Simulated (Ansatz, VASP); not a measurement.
Two plane-wave programs on AlP7

```
Al P
1.0
     5.43122    0.00000    0.00000
     0.00000    5.43122    0.00000
     0.00000    0.00000    5.43122
Al P
1 7
Direct
  0.00000 0.00000 0.00000
  0.26429 0.26429 0.26429
  0.00000 0.50000 0.50000
  0.50000 0.50000 0.00000
  0.50000 0.00000 0.50000
  0.73571 0.26429 0.73571
  0.73571 0.73571 0.26429
  0.26429 0.73571 0.73571
```

Change from the starting cell: species swapped into the Si7Ge type (P-43m, No. 215).

Alike in both runs: functional PBE; k mesh 4 × 4 × 4; occupations gaussian, width 0.1 eV; no spin polarisation.

Ansatz relaxed the structure, and its values are those at the end. VASP's run is a single point on that final structure, the one shown.

```csv
,VASP,Ansatz
version,VASP 6.6.1,Ansatz 0.2.0
potentials or method,"VASP PAW PBE potentials, release 64 (Al, P), cutoff 520 eV","scalar-relativistic, plane waves, PAW"
valence electrons in the cell,38,38
```

```csv
,VASP,Ansatz,Ansatz less VASP
gap on the k mesh at the Fermi level (eV),none,none,-
pressure (GPa),-0.1,0.0,+0.14
rms of the force components (eV/Å),0.015,0.011,-0.0038
```

A gap of «none» marks a metal or a gap that the smearing closes.
